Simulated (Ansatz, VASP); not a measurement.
**One calculation of Ag, two programs**

Contents of INCAR:

```
PREC = Accurate
ENCUT = 520
EDIFF = 1E-7
ISMEAR = 0
SIGMA = 0.15
LREAL = False
LASPH = True
NELM = 80
ALGO = Fast
ISIF = 2
LWAVE = False
LCHARG = True
GGA = PS
LELF = True
LVHAR = True
NBANDS = 12
```

Contents of KPOINTS:

```
Automatic mesh
0
Gamma
  20 20 20
```

The input POSCAR:

```
Ag
1.0
   -1.6556540000      1.7021778774      1.7021778774
    1.6556540000     -1.6091301226      1.6091301226
    1.6556540000      1.6091301226     -1.6091301226
Ag
1
Direct
    0.0000000000      0.0000000000      0.0000000000
```

Input for Ansatz:

```yaml
crystal:
  lattice:
    - [-1.655654, 1.7021778774, 1.7021778774]
    - [1.655654, -1.6091301226, 1.6091301226]
    - [1.655654, 1.6091301226, -1.6091301226]
  atoms:
    - { symbol: Ag, position: [0.0, 0.0, 0.0] }
basis:
  ecutwfc: 420
kpoints:
  mp_grid: { grid: [20, 20, 20] }
hamiltonian:
  xc: pbesol
scf:
  occupations: { method: gaussian, width: 0.15 }
output:
  forces: true
  stress: true
  eigenvalues: true
```

Change from the starting cell: strain +0.0562 x Voigt [0, 0, 0, 1, 0, 0], atoms carried along.

Alike in both runs: task single point; functional PBEsol; k mesh 20 × 20 × 20; occupations gaussian, width 0.15 eV; no spin polarisation.

```csv
,VASP,Ansatz
version,VASP 6.6.1,Ansatz 0.2.0
potentials or method,"VASP PAW PBE potentials, release 64 (Ag), cutoff 520 eV","scalar-relativistic, plane waves, PAW"
valence electrons in the cell,11,19
```

Ansatz gave:

* gap on the k mesh at the Fermi level (eV): none
* pressure (GPa): -7.0
* traceless stress, the component that is largest in VASP (GPa): -2.15

Problem. What did VASP give for the same quantities?

Solution. gap on the k mesh at the Fermi level (eV): none; pressure (GPa): -7.1; traceless stress, the component that is largest in VASP (GPa): -2.14.

VASP's potentials were made for PBE, not for PBEsol. A gap of «none» marks a metal or a gap that the smearing closes. VASP's potentials hold 11 valence electrons a cell and Ansatz's 19, so a difference there can come from the potentials and not from the codes.
